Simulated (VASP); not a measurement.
Set up this calculation in VASP 6.6.1, as the native input.

- Task: single point
- Functional: PBEsol
- Potentials or basis: VASP PAW PBE potentials, release 64 (Nb_sv, As)
- Cutoff: 520 eV
- k mesh: 11 × 11 × 11
- Occupations: fermi-dirac, width 0.05 eV
- Spin: no spin polarisation
- Dipole correction: no
- Further INCAR settings: ALGO = Normal; EDIFF = 1e-06; NBANDS = 26

The structure of NbAs lies in POSCAR:

```
NbAs
1.0
   -1.7198267305      1.7198267305      5.7967680940
    1.7198267305     -1.7198267305      5.7967680940
    1.7198267305      1.7198267305     -5.7967680940
Nb As
2 2
Direct
    0.4987591181     -0.0012408819      0.5000000000
    0.7487591181      0.7487591181      0.0000000000
    0.9172408819      0.4172408819      0.5000000000
    0.1672408819      0.1672408819      0.0000000000
```

One way to write it, as run:

INCAR

```
PREC     = Accurate       # precision mode
ENCUT    = 520            # plane-wave cutoff, eV
EDIFF    = 1E-6           # SCF threshold, eV
ISMEAR   = -1             # smearing method
SIGMA    = 0.05           # smearing width, eV
LREAL    = False          # projectors in reciprocal space
LASPH    = True           # aspherical terms in the spheres
NELM     = 100            # most SCF steps
ALGO     = Normal         # electronic algorithm
ISIF     = 2              # what is computed and relaxed
LWAVE    = False          # write WAVECAR
LCHARG   = True           # write CHGCAR
GGA      = PS             # functional
LELF     = True           # ELF
LVHAR    = True         
NBANDS   = 26             # bands
```

KPOINTS

```
Automatic mesh
0
Gamma
  11 11 11
```

Potentials or basis: VASP PAW PBE potentials, release 64 (Nb_sv, As).

The run is started by

```sh
$ cat potpaw_PBE.64/Nb_sv/POTCAR potpaw_PBE.64/As/POTCAR > POTCAR
$ mpirun -np 1 vasp_std > vasp.out
```

Results of the run:

```
Pressure               : 0.1 GPa
Largest force          : 0.008 eV/Å
Band gap on the k mesh : 0.06 eV (least direct gap 0.09 eV)
```

Caveat: the PAW data sets were made with another functional, which shifts forces and pressure a little; an odd mesh through Γ misses points on the zone boundary, where band edges can lie.

Run time: 3.4 min on 1 thread of Intel(R) Xeon(R) 6975P-C (Granite Rapids), with other jobs on the host, peak memory 0.45 GiB.
